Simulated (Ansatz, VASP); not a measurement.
## Two plane-wave programs on Pd

```
Pd
1.0
     0.00000    1.97371    1.97371
     1.97371    0.00000    1.97371
     1.97371    1.97371    0.00000
Pd
1
Direct
  0.00000 0.00000 0.00000
```

Alike in both runs: task single point; functional PBE; k mesh 14 × 14 × 14; collinear spin.

```csv
,VASP,Ansatz
version,VASP 6.6.1,Ansatz 0.2.0
potentials or method,"VASP PAW PBE potentials, release 64 (Pd), cutoff 520 eV","plane waves (420 eV) with PAW, scalar-relativistic"
occupations,"methfessel-paxton of order 1, width 0.3 eV","cold, width 0.3 eV"
valence electrons in the cell,10,18
```

```csv
,VASP,Ansatz,Ansatz less VASP
pressure (GPa),-0.5,-0.4,+0.02
net moment per atom (μB),0.31,0.20,-0.108
size of the moment on the site where the two differ most (μB),0.31,0.20,-0.104
```

The net moments are unlike, so the other rows may belong to different states. Site moments also hang on the region over which each program counts them. VASP's potentials hold 10 valence electrons a cell and Ansatz's 18, so a difference there can come from the potentials and not from the codes. Ansatz's warnings: stability check not made.
